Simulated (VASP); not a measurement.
AlN, 4 atoms in the cell. It takes space group P6_3/mmc (No. 194, hexagonal). Conventional cell: a = 3.189 Å, b = 3.189 Å, c = 4.062 Å, α = 90.00°, β = 90.00°, γ = 120.00°. Within 2.4 Å of Al (site symmetry -6m2) lie 5 N at 1.84 to 2.03 Å. N (site symmetry -6m2) has 5 Al at 1.84 to 2.03 Å within 2.4 Å. 

- Program: VASP 6.6.1
- Task: single point
- Functional: PBE
- Potentials or basis: VASP PAW PBE potentials, release 64 (Al, N)
- Cutoff: 520 eV
- k mesh: 9 × 9 × 6
- Occupations: gaussian, width 0.05 eV
- Spin: no spin polarisation
- Dipole correction: no
- Further INCAR settings: ALGO = Normal; EDIFF = 1e-07; NBANDS = 16

Potentials or basis: VASP PAW PBE potentials, release 64 (Al, N).

Command:

```console
$ cat potpaw_PBE.64/Al/POTCAR potpaw_PBE.64/N/POTCAR > POTCAR
$ mpirun -np 1 vasp_std > vasp.out
```

Hardware: 1 thread of Intel(R) Xeon(R) 6975P-C (Granite Rapids) (shared host).

Problem. How long does it take, and how much memory?

Solution. Run time: 9.2 s on 1 thread of Intel(R) Xeon(R) 6975P-C (Granite Rapids) (shared host), peak memory 0.14 GiB. Counts: scf iterations 14, k points 48.
